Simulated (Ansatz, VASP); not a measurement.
# Two plane-wave programs on GaP

```
CELL_PARAMETERS angstrom
0.00000 2.72525 2.72525
2.79338 0.00000 2.72525
2.79338 2.72525 0.00000
ATOMIC_POSITIONS crystal
Ga 0.00000 0.00000 0.00000
P 0.75000 0.75000 0.75000
```

Change from the starting cell: strain +0.0250 x Voigt [1, 0, 0, 0, 0, 0], atoms carried along.

Alike in both runs: task single point; functional r2SCAN; k mesh 8 × 8 × 8; occupations gaussian, width 0.05 eV; no spin polarisation.

|  | VASP | Ansatz |
| --- | --- | --- |
| version | VASP 6.6.1 | Ansatz 0.2.0 |
| potentials or method | VASP PAW PBE potentials, release 64 (Ga_d, P), cutoff 520 eV | scalar-relativistic, plane waves, PAW |
| valence electrons in the cell | 18 | 18 |

```tsv
	VASP	Ansatz	Ansatz less VASP
gap on the k mesh at the Fermi level (eV)	1.81	1.80	-0.008
least direct gap on the mesh (eV)	2.07	2.09	+0.021
pressure (GPa)	-2.1	-2.0	+0.10
traceless stress, the component that is largest in VASP (GPa)	-1.40	-1.40	+0.007
```

VASP's potentials were made for PBE, not for r2SCAN.
